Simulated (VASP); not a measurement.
# Zr in VASP: notebook

Zr is run at these levels: PBEsol; tasks: single point.

All numbers are computed with VASP 6.6.1; they aren't measurements. Logs are shortened: lines on timing, memory, paths and dates and some standing lists are left out, and cuts for length are marked.

## Step 1: The cell of the first run

The structure is cubic, space group Fm-3m (No. 225). The conventional cell has a = 4.690 Å, b = 4.690 Å, c = 4.690 Å, α = 90.00°, β = 90.00°, γ = 90.00°. Zr (site symmetry m-3m) has 12 Zr at 3.32 Å within 4.4 Å.

## Step 2: Single point, PBEsol (strain +0.040 along x and y, +0.040 along z)

INCAR reads:

```
SYSTEM = Zr
PREC     = Accurate       ! precision mode
ENCUT    = 520            ! plane-wave cutoff, eV
EDIFF    = 1E-7           ! SCF threshold, eV
ISMEAR   = 0              ! smearing method
SIGMA    = 0.15           ! smearing width, eV
LREAL    = .FALSE.        ! projectors in reciprocal space
LASPH    = .TRUE.         ! aspherical terms in the spheres
NELM     = 80             ! most SCF steps
ALGO     = Normal         ! electronic algorithm
ISIF     = 2              ! what is computed and relaxed
LWAVE    = .FALSE.        ! write WAVECAR
LCHARG   = .FALSE.        ! write CHGCAR
GGA      = PS             ! functional
NBANDS   = 12             ! bands
```

KPOINTS reads:

```
regular mesh
0
G
  18 18 18
  0 0 0
```

POSCAR reads:

```
Zr
1.0
    0.0000000000      2.3452000000      2.3452000000
    2.3452000000      0.0000000000      2.3452000000
    2.3452000000      2.3452000000      0.0000000000
Zr
1
Direct
    0.0000000000      0.0000000000      0.0000000000
```

Potentials or basis: VASP PAW PBE potentials, release 64 (Zr_sv).

The run is started by

```bash
cat potpaw_PBE.64/Zr_sv/POTCAR > POTCAR
mpirun -np 1 vasp_std > vasp.out
```

OUTCAR:

```text
SYSTEM = Zr
   PREC = Accurate
   ENCUT = 520
   EDIFF = 1E-7
   ISMEAR = 0
   LREAL = .FALSE.
   LASPH = .TRUE.
   NELM = 80
   ISIF = 2
   GGA = PS

 ion  position               nearest neighbor table
   1  0.000  0.000  0.000-

  LATTYP: Found a face centered cubic cell.
 ALAT       =     4.6904000000

  Lattice vectors:

 A1 = (   0.0000000000,   2.3452000000,   2.3452000000)
 A2 = (   2.3452000000,   0.0000000000,   2.3452000000)
 A3 = (   2.3452000000,   2.3452000000,   0.0000000000)

Analysis of symmetry for initial positions (statically):
=====================================================================
 Subroutine PRICEL returns:
 Original cell was already a primitive cell.

 Routine SETGRP: Setting up the symmetry group for a
 face centered cubic supercell.

 Subroutine GETGRP returns: Found 48 space group operations
 (whereof 48 operations were pure point group operations)
 out of a pool of 48 trial point group operations.

The static configuration has the point symmetry O_h .

Analysis of symmetry for dynamics (positions and initial velocities):
=====================================================================
 Subroutine PRICEL returns:
 Original cell was already a primitive cell.

 Routine SETGRP: Setting up the symmetry group for a
 face centered cubic supercell.

 Subroutine GETGRP returns: Found 48 space group operations
 (whereof 48 operations were pure point group operations)
 out of a pool of 48 trial point group operations.

The dynamic configuration has the point symmetry O_h .

 Subroutine INISYM returns: Found 48 space group operations
 (whereof 48 operations are pure point group operations),
 and found     1 'primitive' translations

----------------------------------------------------------------------------------------

                                     Primitive cell

  volume of cell :      25.7970

  direct lattice vectors                    reciprocal lattice vectors
     0.000000000  2.345200000  2.345200000    -0.213201433  0.213201433  0.213201433
     2.345200000  0.000000000  2.345200000     0.213201433 -0.213201433  0.213201433
     2.345200000  2.345200000  0.000000000     0.213201433  0.213201433 -0.213201433

  length of vectors
     3.316613646  3.316613646  3.316613646     0.369275714  0.369275714  0.369275714

  position of ions in fractional coordinates (direct lattice)
     0.000000000  0.000000000  0.000000000

  ion indices of the primitive-cell ions
   primitive index   ion index
                 1           1

----------------------------------------------------------------------------------------

 KPOINTS: regular mesh

Automatic generation of k-mesh.
 Grid dimensions read from file:
 generate k-points for:   18   18   18

 Generating k-lattice:

  Cartesian coordinates                     Fractional coordinates (reciprocal lattice)
    -0.011844524  0.011844524  0.011844524     0.055555556  0.000000000  0.000000000
     0.011844524 -0.011844524  0.011844524     0.000000000  0.055555556  0.000000000
     0.011844524  0.011844524 -0.011844524     0.000000000  0.000000000  0.055555556

  Length of vectors
     0.020515317  0.020515317  0.020515317

  Shift w.r.t. Gamma in fractional coordinates (k-lattice)
     0.000000000  0.000000000  0.000000000

 Subroutine IBZKPT returns following result:
 ===========================================

 Found    195 irreducible k-points:

 Following reciprocal coordinates:
            Coordinates               Weight
  0.000000  0.000000  0.000000      1.000000
  0.055556  0.000000  0.000000      8.000000
  0.111111  0.000000  0.000000      8.000000
  0.166667  0.000000  0.000000      8.000000
  0.222222  0.000000  0.000000      8.000000
  0.277778  0.000000  0.000000      8.000000
[... 16 lines left out ...]
 -0.277778  0.055556  0.000000     24.000000
 -0.222222  0.055556  0.000000     24.000000
 [... further k-points ...]
   k-points           NKPTS =    195   k-points in BZ     NKDIM =    195   number of bands    NBANDS=     12
   number of dos      NEDOS =    301   number of ions     NIONS =      1
   total plane-waves  NPLWV =  21952
   dimension x,y,z NGX =    28 NGY =   28 NGZ =   28
   dimension x,y,z NGXF=    56 NGYF=   56 NGZF=   56
   ions per type =               1
   NGX,Y,Z   is equivalent  to a cutoff of  14.04, 14.04, 14.04 a.u.
   NGXF,Y,Z  is equivalent  to a cutoff of  28.07, 28.07, 28.07 a.u.
 SYSTEM =  Zr
   PREC   = accura    normal or accurate (medium, high low for compatibility)
   ISTART =      0    job   : 0-new  1-cont  2-samecut
   ICHARG =      2    charge: 1-file 2-atom 10-const
   ISPIN  =      1    spin polarized calculation?
   LNONCOLLINEAR =      F non collinear calculations
   LSORBIT =      F    spin-orbit coupling
   LASPH  =      T    aspherical Exc in radial PAW
   ENCUT  =  520.0 eV  38.22 Ry    6.18 a.u.   6.17  6.17  6.17*2*pi/ulx,y,z
   NELM   =     80;   NELMIN=  2; NELMDL= -5     # of ELM steps
   EDIFF  = 0.1E-06   stopping-criterion for ELM
   LREAL  =      F    real-space projection
   EDIFFG = 0.1E-05   stopping-criterion for IOM
   NSW    =      0    number of steps for IOM
   IBRION =     -1    ionic relax: 0-MD 1-quasi-New 2-CG
   NFREE  =      0    steps in history (QN), initial steepest desc. (CG)
   ISIF   =      2    stress and relaxation
   ISYM   =      2    0-nonsym 1-usesym 2-fastsym
   POTIM  = 0.5000    time-step for ionic-motion
   TEBEG  =    0.0;   TEEND  =   0.0 temperature during run
   PSTRESS=    0.0 pullay stress
   NELECT =      12.0000    total number of electrons
   NUPDOWN=      -1.0000    fix difference up-down
   EMIN   =  10.00;   EMAX   =-10.00  energy-range for DOS
   EFERMI =   0.00;   METHOD = LEGACY
   ISMEAR =     0;   SIGMA  =   0.15  broadening in eV -4-tet -1-fermi 0-gaus
   EFERMI_NEDOS =   21; number of points for ismear=-14 and -15
   IALGO  =     38    algorithm
   IMIX   =      4    mixing-type and parameters
     AMIX     =   0.40;   BMIX     =  1.00
     AMIX_MAG =   1.60;   BMIX_MAG =  1.00
  volume/ion in A,a.u.               =      25.80       174.09
  Fermi-wavevector in a.u.,A,eV,Ry     =   1.268466  2.397052 21.891842  1.609005
  Thomas-Fermi vector in A             =   2.401559
   LORBIT       =      0    0 simple, 1 ext, 2 COOP (PROOUT), +10 PAW based schemes
   GGA     = PS    functional components
   LHFCALC =     F    Hartree Fock is set to
   AEXX    =    0.0000 exact exchange contribution
   IVDW    =     0    specifies the selected vdW correction
   LEPSILON=     F    determine dielectric tensor
   LRPA    =     F    only Hartree local field effects (RPA)
 non-spin polarized calculation
 Gauss-broadening in eV      SIGMA  =   0.15
  energy-cutoff  :      520.00
  volume of cell :       25.80
 maximum number of plane-waves:       725
 NGX is ok and might be reduce to    28
   NGX = 13   NGY = 13   NGZ = 13

 number of electron      12.0000000 magnetization

 Free energy of the ion-electron system (eV)
  ---------------------------------------------------
  ext. energy  EPLUGINS =         0.00000000
  ---------------------------------------------------
  free energy    TOTEN  =        -8.92267728 eV

  energy without entropy =       -8.90323532  energy(sigma->0) =       -8.91295630

 E-fermi :   7.6597     XC(G=0): -10.7424

 val. band max:        7.6572296624   @ k =   0.2778   0.0000   0.0000
 cond. band min:       7.6602658352   @ k =   0.2222   0.1667   0.0556
 fundamental gap:      0.0030361729
 Fermi energy:         7.6596860760

 k-point     1 :       0.0000    0.0000    0.0000
  band No.  band energies     occupation
      1     -41.1616      2.00000
      2     -18.8170      2.00000
      3     -18.8170      2.00000
      4     -18.8170      2.00000
      5       2.3017      2.00000
      6       8.6002      0.00000
      7       8.6002      0.00000
      8       8.6002      0.00000
      9      10.6995      0.00000
     10      10.6995      0.00000
     11      17.9688      0.00000
     12      21.7198      0.00000

 k-point     2 :       0.0556    0.0000    0.0000
  band No.  band energies     occupation
      1     -41.1588      2.00000
      2     -18.8389      2.00000
      3     -18.8198      2.00000
      4     -18.8198      2.00000
      5       2.3910      2.00000
      6       8.5197      0.00000
      7       8.6422      0.00000
      8       8.6422      0.00000
      9      10.6601      0.00000
     10      10.6601      0.00000
     11      18.1570      0.00000
     12      21.2864      0.00000

 k-point     3 :       0.1111    0.0000    0.0000
  band No.  band energies     occupation
      1     -41.1510      2.00000
      2     -18.9016      2.00000
      3     -18.8278      2.00000
      4     -18.8278      2.00000
      5       2.6508      2.00000
      6       8.3077      0.00000
      7       8.7517      0.00000
      8       8.7517      0.00000
      9      10.5705      0.00000
     10      10.5705      0.00000
     11      18.6646      0.00000
     12      20.4333      0.00000
[... 286 lines left out ...]
 k-point    23 :      -0.2778    0.0556    0.0000
  band No.  band energies     occupation
      1     -41.1014      2.00000
      2     -19.2682      2.00000
      3     -18.8997      2.00000
      4     -18.8694      2.00000
      5       4.3222      2.00000
      6       7.5995      1.42987
      7       8.7284      0.00000
      8       8.8602      0.00000
      9      10.7255      0.00000
     10      11.4128      0.00000
     11      17.7002      0.00000
     12      20.0817      0.00000

 k-point    24 :      -0.2222    0.0556    0.0000
  band No.  band energies     occupation
      1     -41.1170      2.00000
      2     -19.1532      2.00000
      3     -18.8833      2.00000
      4     -18.8531      2.00000
      5       3.8100      2.00000
      6       7.6757      0.87973
      7       8.8553      0.00000
      8       8.9767      0.00000
      9      10.3631      0.00000
     10      11.0294      0.00000
     11      18.3983      0.00000
     12      20.4162      0.00000

 [... further k-points ...]
[... 5 lines left out ...]
  --------------------------------------------------------------------------------------
  -------------------------------------------------------------------------------------
  Total       -1.7862668     -1.7862668     -1.7862668      0.0000000      0.0000000      0.0000000
  in kB     -110.9397707   -110.9397707   -110.9397707      0.0000000      0.0000000      0.0000000
  external PRESSURE =    -110.9397707 kB  Pullay stress =       0.0000000 kB

 VOLUME and BASIS-vectors are now :
 -----------------------------------------------------------------------------
  energy-cutoff  :      520.00
  volume of cell :       25.80
      direct lattice vectors                 reciprocal lattice vectors
     0.000000000  2.345200000  2.345200000    -0.213201433  0.213201433  0.213201433
     2.345200000  0.000000000  2.345200000     0.213201433 -0.213201433  0.213201433
     2.345200000  2.345200000  0.000000000     0.213201433  0.213201433 -0.213201433

 POSITION                                       TOTAL-FORCE (eV/Angst)
 -----------------------------------------------------------------------------------
      0.00000      0.00000      0.00000         0.000000      0.000000      0.000000
 -----------------------------------------------------------------------------------
    total drift:                                0.000000     -0.000000     -0.000000

  FREE ENERGIE OF THE ION-ELECTRON SYSTEM (eV)
  ---------------------------------------------------
  free  energy   TOTEN  =        -8.9226772801 eV

  energy  without entropy=       -8.9032353219  energy(sigma->0) =       -8.91295630
```

Run time: 36 s. Hardware: 1 thread of Intel Xeon 6975P-C (Granite Rapids), shared host; peak memory 0.19 GiB.

What came out:

| Property | Result |
| --- | --- |
| Free energy | -8.9227 eV |
| Pressure | -11.1 GPa |
| Band gap on the k mesh | zero (band 6 reaches 8.60 eV, above the bottom of band 7 at 7.13 eV) |

Caveat: the cell differs from its parent crystal (strain +0.040 along x and y, +0.040 along z); the PAW data sets were made with another functional, which shifts forces and pressure a little.

## Step 3: Single point, PBEsol (strain +0.080 along x and y, +0.080 along z)

INCAR reads:

```
SYSTEM = Zr
  PREC = Accurate
  ENCUT = 520
  EDIFF = 1E-6
  ISMEAR = 0
  SIGMA = 0.15
  LREAL = .FALSE.
  LASPH = .TRUE.
  NELM = 60
  ALGO = Normal
  ISIF = 2
  LWAVE = .FALSE.
  LCHARG = .FALSE.
  GGA = PS
  NBANDS = 12
```

KPOINTS is that of step 2.

POSCAR reads:

```
Zr
1.0
    0.0000000000      2.4354000000      2.4354000000
    2.4354000000      0.0000000000      2.4354000000
    2.4354000000      2.4354000000      0.0000000000
Zr
1
Direct
    0.0000000000      0.0000000000      0.0000000000
```

Potentials or basis: VASP PAW PBE potentials, release 64 (Zr_sv).

The run is started by

```bash
cat potpaw_PBE.64/Zr_sv/POTCAR > POTCAR
mpirun -np 1 vasp_std > vasp.out
```

OUTCAR:

```text
SYSTEM = Zr
   PREC = Accurate
   ENCUT = 520
   EDIFF = 1E-6
   ISMEAR = 0
   LREAL = .FALSE.
   LASPH = .TRUE.
   NELM = 60
   ISIF = 2
   GGA = PS

 ion  position               nearest neighbor table
   1  0.000  0.000  0.000-

  LATTYP: Found a face centered cubic cell.
 ALAT       =     4.8708000000

  Lattice vectors:

 A1 = (   0.0000000000,   2.4354000000,   2.4354000000)
 A2 = (   2.4354000000,   0.0000000000,   2.4354000000)
 A3 = (   2.4354000000,   2.4354000000,   0.0000000000)

[... 538 lines left out ...]
     12      18.4228      0.00000

 [... further k-points ...]

------------------------ aborting loop because EDIFF is reached ----------------------------------------

  FORCE on cell =-STRESS in cart. coord.  units (eV):
  Direction    XX          YY          ZZ          XY          YZ          ZX
  --------------------------------------------------------------------------------------
  -------------------------------------------------------------------------------------
  Total       -2.9035979     -2.9035979     -2.9035979      0.0000000     -0.0000000      0.0000000
  in kB     -161.0297631   -161.0297631   -161.0297631      0.0000000     -0.0000000      0.0000000
  external PRESSURE =    -161.0297631 kB  Pullay stress =       0.0000000 kB

 VOLUME and BASIS-vectors are now :
 -----------------------------------------------------------------------------
  energy-cutoff  :      520.00
  volume of cell :       28.89
      direct lattice vectors                 reciprocal lattice vectors
     0.000000000  2.435400000  2.435400000    -0.205305083  0.205305083  0.205305083
     2.435400000  0.000000000  2.435400000     0.205305083 -0.205305083  0.205305083
     2.435400000  2.435400000  0.000000000     0.205305083  0.205305083 -0.205305083

 POSITION                                       TOTAL-FORCE (eV/Angst)
 -----------------------------------------------------------------------------------
      0.00000      0.00000      0.00000         0.000000     -0.000000     -0.000000
 -----------------------------------------------------------------------------------
    total drift:                               -0.000000     -0.000000     -0.000000

  FREE ENERGIE OF THE ION-ELECTRON SYSTEM (eV)
  ---------------------------------------------------
  free  energy   TOTEN  =        -8.6562749635 eV

  energy  without entropy=       -8.6332898564  energy(sigma->0) =       -8.64478241
```

stdout:

```text
POSCAR found type information on POSCAR Zr
 POSCAR found :  1 types and       1 ions
 scaLAPACK will be used
 -----------------------------------------------------------------------------
|                                                                             |
|                                                                             |
|     You enforced a specific xc type in the INCAR file but a different       |
|     I HOPE YOU KNOW WHAT YOU ARE DOING!                                     |
|                                                                             |
 -----------------------------------------------------------------------------

 LDA part: xc-table for (Slater+PW92), standard interpolation
 POSCAR, INCAR and KPOINTS ok, starting setup
 FFT: planning ... GRIDC
 FFT: planning ... GRID_SOFT
 FFT: planning ... GRID
 WAVECAR not read
 entering main loop
```

Wall time 30 s (1 thread of Intel Xeon 6975P-C (Granite Rapids), shared host); peak memory 0.2 GiB.

Results:

```
Free energy            : -8.6563 eV
Pressure               : -16.1 GPa
Band gap on the k mesh : zero (band 6 reaches 7.43 eV, above the bottom of band 7 at 6.09 eV)
```

Caveat: the cell differs from its parent crystal (strain +0.080 along x and y, +0.080 along z); the PAW data sets were made with another functional, which shifts forces and pressure a little.

## Step 4: Single point, PBEsol (strain +0.000 along x and y, +0.080 along z)

INCAR reads:

```
SYSTEM = Zr
PREC = Accurate
ENCUT = 520
EDIFF = 1E-6
ISMEAR = 0
SIGMA = 0.15
LREAL = .False.
LASPH = .True.
NELM = 60
ALGO = Fast
ISIF = 2
LWAVE = .False.
LCHARG = .True.
GGA = PS
LELF = .True.
LVHAR = .True.
NBANDS = 12
```

KPOINTS reads:

```
Automatic mesh
0
Gamma
  18 18 18
  0 0 0
```

POSCAR reads:

```
Zr
1.0
    0.0000000000      2.2550000000      2.4354000000
    2.2550000000      0.0000000000      2.4354000000
    2.2550000000      2.2550000000      0.0000000000
Zr
1
Direct
    0.0000000000      0.0000000000      0.0000000000
```

The run is started by

```bash
cat potpaw_PBE.64/Zr_sv/POTCAR > POTCAR
mpirun -np 1 vasp_std > vasp.out
```

Run time: 2.4 min. Hardware: 1 thread of Intel Xeon 6975P-C (Granite Rapids), shared host; peak memory 0.25 GiB.

The run converged. Its results:

- Free energy: -8.9759 eV
- Pressure: -8.7 GPa
- Band gap on the k mesh: zero (band 6 reaches 8.77 eV, above the bottom of band 7 at 7.55 eV)

Stress tensor (GPa, compression positive):
```
 -7.86   0.00   0.00
  0.00  -7.86   0.00
  0.00   0.00 -10.25
```

Levels at points of the mesh, in eV from the Fermi level:
```csv
k point,band 4,band 5,band 6,band 7,band 8,band 9
"(0.00, 0.00, 0.00)",-26.31,-5.42,0.49,1.27,1.27,2.62
"(0.50, 0.00, 0.00)",-26.37,-2.77,0.44,0.95,1.23,4.65
"(0.50, 0.50, 0.00)",-26.53,-2.76,-1.86,1.99,4.92,5.28
"(0.50, 0.00, 0.50)",-26.57,-2.71,-1.96,3.09,4.73,4.90
```

Caveat: the cell differs from its parent crystal (strain +0.000 along x and y, +0.080 along z); the PAW data sets were made with another functional, which shifts forces and pressure a little.

## Step 5: The runs side by side

| cell | gap on the mesh (eV) | pressure (GPa) |
| --- | --- | --- |
| a = 3.317 Å, angles 60.0°, 1 atom | none | -11.1 |
| a = 3.444 Å, angles 60.0°, 1 atom | none | -16.1 |
| a = 3.319, b = 3.319, c = 3.189 Å, angles 61.3, 61.3, 57.4°, 1 atom | none | -8.7 |

Alike in all rows: task single point; level PBEsol; potentials or basis VASP PAW PBE potentials, release 64 (Zr_sv); no spin polarisation; k mesh 18 × 18 × 18; cutoff (eV) 520; smearing gaussian 0.15 eV.

Caveats: the PAW data sets were made with another functional, which shifts forces and pressure a little.

Total energies depend on the potentials used, so only differences within one code and one set of settings carry meaning.
